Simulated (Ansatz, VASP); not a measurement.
# Two plane-wave programs on Si2P

```
CELL_PARAMETERS angstrom
4.47187 0.00000 0.00000
-2.23594 3.87276 0.00000
0.00000 0.00000 2.52783
ATOMIC_POSITIONS crystal
Si 0.00000 0.00000 0.50000
Si 0.33333 0.66667 0.00000
P 0.66667 0.33333 0.50000
```

Change from the starting cell: species swapped into the In2Bi type (P-6m2, No. 187).

Alike in both runs: functional PBE; k mesh 12 × 12 × 16; occupations gaussian, width 0.1 eV; no spin polarisation.

Ansatz relaxed the structure, and its values are those at the end. VASP's run is a single point on that final structure, the one shown.

|  | VASP | Ansatz |
| --- | --- | --- |
| version | VASP 6.6.1 | Ansatz 0.2.0 |
| potentials or method | VASP PAW PBE potentials, release 64 (Si, P), cutoff 520 eV | scalar-relativistic, plane waves, PAW |
| valence electrons in the cell | 13 | 13 |

```tsv
	VASP	Ansatz	Ansatz less VASP
gap on the k mesh at the Fermi level (eV)	none	none	-
pressure (GPa)	-0.1	0.0	+0.07
```

A gap of «none» marks a metal or a gap that the smearing closes.
